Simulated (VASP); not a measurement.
# MgO (I4/mmm) in VASP: relaxation of cell and atoms with PBE

Aim: the relaxation of cell and atoms of MgO with PBE.

Everything below comes from runs of VASP 6.6.1. Logs are shortened: lines on timing, memory, paths and dates and some standing lists are left out, and cuts for length are marked.

## 1. The cell of the first run

Symmetry: I4/mmm, No. 139, tetragonal system. The conventional cell has a = 2.929 Å, b = 2.929 Å, c = 4.060 Å, α = 90.00°, β = 90.00°, γ = 90.00°. Within 2.7 Å of Mg (site symmetry 4/mmm) lie 6 O at 2.03 to 2.07 Å. Within 2.7 Å of O (site symmetry 4/mmm) lie 6 Mg at 2.03 to 2.07 Å.

## 2. Relaxation of cell and atoms, PBE

The input, INCAR:

```
  PREC = Accurate
  ENCUT = 600
  EDIFF = 1E-7
  ISMEAR = 0
  SIGMA = 0.01
  LREAL = False
  LASPH = True
  NELM = 120
  ALGO = Normal
  ISIF = 3
  LWAVE = False
  LCHARG = False
  GGA = PE
  IBRION = 2
  NSW = 80
  EDIFFG = -0.01
  GGA_COMPAT = False
  NELMIN = 4
```

The input, KPOINTS:

```
Automatic mesh
0
Gamma
  6 6 6
```

The input, POSCAR:

```
MgO
1.0
    0.0000000000      2.0711908817      2.0301785545
    2.0711908817      0.0000000000      2.0301785545
    2.0711908817      2.0711908817      0.0000000000
Mg O
1 1
Direct
    0.0000000000      0.0000000000      0.0000000000
    0.5000000000      0.5000000000      0.5000000000
```

Potentials or basis: VASP PAW PBE potentials, release 64 (Mg, O).

Run with:

```bash
$ cat potpaw_PBE.64/Mg/POTCAR potpaw_PBE.64/O/POTCAR > POTCAR
$ mpirun -np 1 vasp_std > vasp.out
```

OUTCAR:

```text
PREC = Accurate
   ENCUT = 600
   EDIFF = 1E-7
   ISMEAR = 0
   LREAL = False
   LASPH = True
   NELM = 120
   ISIF = 3
   GGA = PE
   IBRION = 2
   NSW = 80
   EDIFFG = -0.01
   NELMIN = 4

 ion  position               nearest neighbor table
   1  0.000  0.000  0.000-   2 2.03   2 2.03   2 2.07   2 2.07   2 2.07   2 2.07
   2  0.500  0.500  0.500-   1 2.03   1 2.03   1 2.07   1 2.07   1 2.07   1 2.07

  LATTYP: Found a body centered tetragonal cell.
 ALAT       =     2.9291062352
 C/A-ratio  =     1.3862102577

  Lattice vectors:

 A1 = (   0.0000000000,  -2.0711908817,  -2.0301785545)
 A2 = (   0.0000000000,   2.0711908817,  -2.0301785545)
 A3 = (   2.0711908817,   0.0000000000,   2.0301785545)

Analysis of symmetry for initial positions (statically):
=====================================================================
 Subroutine PRICEL returns:
 Original cell was already a primitive cell.

 Routine SETGRP: Setting up the symmetry group for a
 body centered tetragonal supercell.

 Subroutine GETGRP returns: Found 16 space group operations
 (whereof 16 operations were pure point group operations)
 out of a pool of 16 trial point group operations.

The static configuration has the point symmetry D_4h.

Analysis of symmetry for dynamics (positions and initial velocities):
=====================================================================
 Subroutine PRICEL returns:
 Original cell was already a primitive cell.

 Routine SETGRP: Setting up the symmetry group for a
 body centered tetragonal supercell.

 Subroutine GETGRP returns: Found 16 space group operations
 (whereof 16 operations were pure point group operations)
 out of a pool of 16 trial point group operations.

The dynamic configuration has the point symmetry D_4h.

 Subroutine INISYM returns: Found 16 space group operations
 (whereof 16 operations are pure point group operations),
 and found     1 'primitive' translations

----------------------------------------------------------------------------------------

                                     Primitive cell

  volume of cell :      17.4182

  direct lattice vectors                    reciprocal lattice vectors
     0.000000000  2.071190882  2.030178554    -0.241407011  0.241407011  0.246283756
     2.071190882  0.000000000  2.030178554     0.241407011 -0.241407011  0.246283756
     2.071190882  2.071190882  0.000000000     0.241407011  0.241407011 -0.246283756

  length of vectors
     2.900251133  2.900251133  2.929106235     0.420963631  0.420963631  0.420963631

  position of ions in fractional coordinates (direct lattice)
     0.000000000  0.000000000  0.000000000
     0.500000000  0.500000000  0.500000000

  ion indices of the primitive-cell ions
   primitive index   ion index
                 1           1
                 2           2

----------------------------------------------------------------------------------------

 KPOINTS: Automatic mesh

Automatic generation of k-mesh.
 Grid dimensions read from file:
 generate k-points for:    6    6    6

 Generating k-lattice:

  Cartesian coordinates                     Fractional coordinates (reciprocal lattice)
    -0.040234502  0.040234502  0.041047293     0.166666667  0.000000000  0.000000000
     0.040234502 -0.040234502  0.041047293     0.000000000  0.166666667  0.000000000
     0.040234502  0.040234502 -0.041047293     0.000000000  0.000000000  0.166666667

  Length of vectors
     0.070160605  0.070160605  0.070160605

  Shift w.r.t. Gamma in fractional coordinates (k-lattice)
     0.000000000  0.000000000  0.000000000

 Subroutine IBZKPT returns following result:
 ===========================================

 Found     30 irreducible k-points:

 Following reciprocal coordinates:
            Coordinates               Weight
  0.000000  0.000000  0.000000      1.000000
  0.166667 -0.000000  0.000000      8.000000
  0.333333  0.000000  0.000000      8.000000
  0.500000  0.000000  0.000000      4.000000
  0.166667  0.166667  0.000000      2.000000
  0.333333  0.166667  0.000000      8.000000
[... 16 lines left out ...]
  0.333333  0.000000  0.333333      4.000000
  0.500000  0.000000  0.333333     16.000000
 [... further k-points ...]
   k-points           NKPTS =     30   k-points in BZ     NKDIM =     30   number of bands    NBANDS=      8
   number of dos      NEDOS =    301   number of ions     NIONS =      2
   total plane-waves  NPLWV =  13824
   dimension x,y,z NGX =    24 NGY =   24 NGZ =   24
   dimension x,y,z NGXF=    48 NGYF=   48 NGZF=   48
   ions per type =               1   1
   NGX,Y,Z   is equivalent  to a cutoff of  13.76, 13.76, 13.62 a.u.
   NGXF,Y,Z  is equivalent  to a cutoff of  27.51, 27.51, 27.24 a.u.
 SYSTEM =  unknown system
   PREC   = accura    normal or accurate (medium, high low for compatibility)
   ISTART =      0    job   : 0-new  1-cont  2-samecut
   ICHARG =      2    charge: 1-file 2-atom 10-const
   ISPIN  =      1    spin polarized calculation?
   LNONCOLLINEAR =      F non collinear calculations
   LSORBIT =      F    spin-orbit coupling
   LASPH  =      T    aspherical Exc in radial PAW
   ENCUT  =  600.0 eV  44.10 Ry    6.64 a.u.   5.79  5.79  5.85*2*pi/ulx,y,z
   NELM   =    120;   NELMIN=  4; NELMDL= -5     # of ELM steps
   EDIFF  = 0.1E-06   stopping-criterion for ELM
   LREAL  =      F    real-space projection
   EDIFFG = -.1E-01   stopping-criterion for IOM
   NSW    =     80    number of steps for IOM
   IBRION =      2    ionic relax: 0-MD 1-quasi-New 2-CG
   NFREE  =      1    steps in history (QN), initial steepest desc. (CG)
   ISIF   =      3    stress and relaxation
   ISYM   =      2    0-nonsym 1-usesym 2-fastsym
   POTIM  = 0.5000    time-step for ionic-motion
   TEBEG  =    0.0;   TEEND  =   0.0 temperature during run
   PSTRESS=    0.0 pullay stress
   NELECT =       8.0000    total number of electrons
   NUPDOWN=      -1.0000    fix difference up-down
   EMIN   =  10.00;   EMAX   =-10.00  energy-range for DOS
   EFERMI =   0.00;   METHOD = LEGACY
   ISMEAR =     0;   SIGMA  =   0.01  broadening in eV -4-tet -1-fermi 0-gaus
   EFERMI_NEDOS =   21; number of points for ismear=-14 and -15
   IALGO  =     38    algorithm
   IMIX   =      4    mixing-type and parameters
     AMIX     =   0.40;   BMIX     =  1.00
     AMIX_MAG =   1.60;   BMIX_MAG =  1.00
  volume/ion in A,a.u.               =       8.71        58.77
  Fermi-wavevector in a.u.,A,eV,Ry     =   1.263097  2.386907 21.706922  1.595414
  Thomas-Fermi vector in A             =   2.396471
   LORBIT       =      0    0 simple, 1 ext, 2 COOP (PROOUT), +10 PAW based schemes
   GGA     = PE    functional components
   LHFCALC =     F    Hartree Fock is set to
   AEXX    =    0.0000 exact exchange contribution
   IVDW    =     0    specifies the selected vdW correction
   LEPSILON=     F    determine dielectric tensor
   LRPA    =     F    only Hartree local field effects (RPA)
 conjugate gradient relaxation of ions
 non-spin polarized calculation
 Gauss-broadening in eV      SIGMA  =   0.01
  energy-cutoff  :      600.00
  volume of cell :       17.42
 maximum number of plane-waves:       592
   NGX = 11   NGY = 11   NGZ = 11

--------------------------------------- Ionic step        1  -------------------------------------------

 number of electron       7.9999997 magnetization

 Free energy of the ion-electron system (eV)
  ---------------------------------------------------
  ext. energy  EPLUGINS =         0.00000000
  ---------------------------------------------------
  free energy    TOTEN  =       -11.82100343 eV

  energy without entropy =      -11.82100343  energy(sigma->0) =      -11.82100343

------------------------ aborting loop because EDIFF is reached ----------------------------------------

  FORCE on cell =-STRESS in cart. coord.  units (eV):
  Direction    XX          YY          ZZ          XY          YZ          ZX
  --------------------------------------------------------------------------------------
  -------------------------------------------------------------------------------------
  Total        1.6624350      1.6624350      2.3539968      0.0000000      0.0000000      0.0000000
  in kB      152.9152409    152.9152409    216.5269545      0.0000000      0.0000000      0.0000000
  external PRESSURE =     174.1191455 kB  Pullay stress =       0.0000000 kB
[... 165 lines left out ...]
  energy  without entropy=      -11.9106762213  energy(sigma->0) =      -11.91067622

--------------------------------------- Ionic step        6  -------------------------------------------

 number of electron       8.0000004 magnetization

 Free energy of the ion-electron system (eV)
  ---------------------------------------------------
  ext. energy  EPLUGINS =         0.00000000
  ---------------------------------------------------
  free energy    TOTEN  =       -11.91081300 eV

  energy without entropy =      -11.91081300  energy(sigma->0) =      -11.91081300

 E-fermi :   3.1086     XC(G=0): -10.9606

 val. band max:        3.0020785333   @ k =   0.0000   0.0000   0.0000
 cond. band min:       7.4889998190   @ k =   0.0000   0.0000   0.0000
 fundamental gap:      4.4869212858
 Fermi energy:         3.1086450416

 k-point     1 :       0.0000    0.0000    0.0000
  band No.  band energies     occupation
      1     -14.1355      2.00000
      2       3.0010      2.00000
      3       3.0010      2.00000
      4       3.0021      2.00000
      5       7.4890      0.00000
      6      18.6580      0.00000
      7      18.6615      0.00000
      8      18.6615      0.00000
[... 243 lines left out ...]
 k-point    24 :       0.5000    0.0000    0.3333
  band No.  band energies     occupation
      1     -12.7339      2.00000
      2      -0.6864      2.00000
      3       1.1549      2.00000
      4       1.8470      2.00000
      5      12.6640      0.00000
      6      13.5648      0.00000
      7      15.7043      0.00000
      8      20.9618      0.00000

 [... further k-points ...]

------------------------ aborting loop because EDIFF is reached ----------------------------------------

  FORCE on cell =-STRESS in cart. coord.  units (eV):
  Direction    XX          YY          ZZ          XY          YZ          ZX
  --------------------------------------------------------------------------------------
  -------------------------------------------------------------------------------------
  Total       -0.0157553     -0.0157553     -0.0197751      0.0000000      0.0000000      0.0000000
  in kB       -1.3178423     -1.3178423     -1.6540699      0.0000000      0.0000000      0.0000000
  external PRESSURE =      -1.4299182 kB  Pullay stress =       0.0000000 kB
[... 17 lines left out ...]
  FREE ENERGIE OF THE ION-ELECTRON SYSTEM (eV)
  ---------------------------------------------------
  free  energy   TOTEN  =       -11.9108130032 eV

  energy  without entropy=      -11.9108130032  energy(sigma->0) =      -11.91081300

 reached required accuracy - stopping structural energy minimisation
```

Run time: 11 s. Hardware: 1 thread of Intel Xeon 6975P-C (Granite Rapids), shared host; peak memory 0.14 GiB.

Results:

| Property | Result |
| --- | --- |
| Free energy | -11.9108 eV |
| Relaxed volume | 9.58 Å³/atom |
| Relaxed cell | a = 3.003 Å, b = 3.003 Å, c = 3.003 Å, α = 60.01°, β = 60.01°, γ = 59.99° |
| Space group after relaxing (to 0.05 Å) | Fm-3m (No. 225) |
| Energy gained by relaxing | 44.9 meV/atom |
| Ionic steps | 6 |
| Pressure after relaxing | -0.1 GPa |
| Band gap on the k mesh | 4.49 eV, direct |

The path:
| step | energy change (eV) | largest force (eV/Å) | pressure (GPa) | volume (Å³) |
| --- | --- | --- | --- | --- |
| 1 | 0.0000 | 0.0000 | 17.41 | 17.42 |
| 2 | -0.0758 | 0.0000 | -5.55 | 19.91 |
| 3 | -0.0892 | 0.0000 | -0.08 | 19.15 |
| 4 | -0.0892 | 0.0000 | -0.36 | 19.18 |
| 5 | -0.0897 | 0.0000 | -0.25 | 19.17 |
| 6 | -0.0898 | 0.0000 | -0.14 | 19.15 |

Final structure:
```
Mg O
1.0
     0.00000    2.12340    2.12413
     2.12340    0.00000    2.12413
     2.12340    2.12340    0.00000
Mg O
1 1
Direct
  0.00000 0.00000 0.00000
  0.50000 0.50000 0.50000
```

Caveat: the k points lie up to 0.43 Å⁻¹ apart in the final cell. Expect the measured gap to be larger: semilocal functionals such as PBE lack the derivative discontinuity.
